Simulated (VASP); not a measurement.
**MoS2: relaxation of cell and atoms with revPBE+D3(BJ)**

The system is MoS2.

```xyz
3
Lattice="3.2275 0.0000 0.0000 -1.6137 2.7951 0.0000 0.0000 0.0000 6.3125" Properties=species:S:1:pos:R:3 pbc="T T T"
Mo    0.0000    0.0000    3.1562
S     1.6137    0.9317    4.7008
S     0.0000    1.8634    1.6117
```

| Quantity | Value |
| --- | --- |
| Program | VASP 6.6.1 |
| Task | relaxation of cell and atoms |
| Functional | revPBE |
| Dispersion | D3(BJ) |
| Potentials or basis | VASP PAW PBE potentials, release 64 (Mo_sv, S) |
| Cutoff | 600 eV |
| k mesh | 9 × 9 × 4 |
| Occupations | fermi-dirac, width 0.05 eV |
| Spin | no spin polarisation |
| Dipole correction | no |
| Further INCAR settings | ALGO = Normal; EDIFF = 1e-06; IBRION = 2; EDIFFG = -0.01; NSW = 60; ISIF = 3 |

```json
{"Relaxed volume": "16.06 Å³/atom", "Relaxed cell": "a = 3.158 Å, b = 3.158 Å, c = 5.575 Å, α = 90.00°, β = 90.00°, γ = 120.00°", "Space group after relaxing (to 0.1 Å)": "P-3m1 (No. 164)", "Energy gained by relaxing": "65.1 meV/atom", "Ionic steps": "21", "Pressure after relaxing": "0.0 GPa", "Band gap on the k mesh": "zero (bands 13 and 14 overlap by 1.35 eV)", "Dispersion energy per atom": "-0.932 eV"}
```

Stress tensor (GPa, compression positive):
```
-0.07  0.00  0.00
 0.00 -0.07  0.00
 0.00  0.00  0.04
```

The path:
```csv
step,energy change (eV),largest force (eV/Å),pressure (GPa),volume (Å³)
1,0.0000,0.3077,-4.03,56.94
2,-0.0352,1.1274,4.17,53.09
3,-0.0434,0.8707,1.46,54.21
4,-0.0871,0.4169,0.31,53.13
5,-0.0944,0.1491,-0.37,52.46
6,-0.1079,0.1579,-0.20,51.99
7,-0.1440,0.1836,0.56,50.56
8,-0.1829,0.2560,3.15,47.68
9,-0.1916,0.0386,1.32,47.83
10,-0.1934,0.1174,0.05,47.94
11,-0.1934,0.1104,0.09,47.94
12,-0.1941,0.0893,0.09,47.97
13,-0.1953,0.0262,0.08,48.04
14,-0.1954,0.0097,0.09,48.06
15,-0.1954,0.0068,0.07,48.06
16,-0.1954,0.0128,0.02,48.09
17,-0.1954,0.0199,-0.07,48.12
18,-0.1954,0.0193,-0.08,48.13
19,-0.1954,0.0174,-0.10,48.15
20,-0.1954,0.0129,-0.12,48.19
21,-0.1954,0.0020,-0.03,48.17
```

Final structure:
```
CELL_PARAMETERS angstrom
3.15837 0.00000 0.00000
-1.57919 2.73523 0.00000
0.00000 0.00000 5.57541
ATOMIC_POSITIONS crystal
Mo 0.00000 0.00000 0.50000
S 0.66667 0.33333 0.78158
S 0.33333 0.66667 0.21842
```

Levels at points of the mesh, in eV from the Fermi level:
```
           k point  band 9  band 10  band 11  band 12  band 13  band 14  band 15  band 16  band 17
(0.00, 0.00, 0.00)   -4.02    -1.52    -0.94    -0.94    -0.81    -0.15    -0.15     2.77     2.77
(0.00, 0.00, 0.50)   -3.96    -3.96    -0.97    -0.97    -0.55    -0.55     0.32     3.54     3.54
```

Wall time 9 min on 1 thread of Intel(R) Xeon(R) Platinum 8488C (Sapphire Rapids), on a shared host, peak memory 0.24 GiB.

Caveat: the volume moved by over 15 % at a fixed basis, so the end points are rough; the PAW data sets were made with another functional, which shifts forces and pressure a little.
